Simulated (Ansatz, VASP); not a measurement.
## One calculation of MnS, two programs

```
Mn S
1.0
     0.00000    2.51462    2.51462
     2.51462    0.00000    2.51462
     2.51462    2.51462    0.00000
Mn S
1 1
Direct
  0.00000 0.00000 0.00000
  0.50000 0.50000 0.50000
```

Alike in both runs: task single point; functional PBE; k mesh 12 × 12 × 12; occupations gaussian, width 0.05 eV; no spin polarisation.

|  | VASP | Ansatz |
| --- | --- | --- |
| version | VASP 6.6.1 | Ansatz 0.2.0 |
| potentials or method | VASP PAW PBE potentials, release 64 (Mn_pv, S), cutoff 520 eV | scalar-relativistic, plane waves, PAW |
| valence electrons in the cell | 19 | 21 |

```csv
,VASP,Ansatz,Ansatz less VASP
gap on the k mesh at the Fermi level (eV),none,none,-
pressure (GPa),-19.8,-20.0,-0.20
```

A gap of «none» marks a metal or a gap that the smearing closes. The functional is the same, so the differences come from potentials, cutoffs and numerics. VASP's potentials hold 19 valence electrons a cell and Ansatz's 21, so a difference there can come from the potentials and not from the codes.
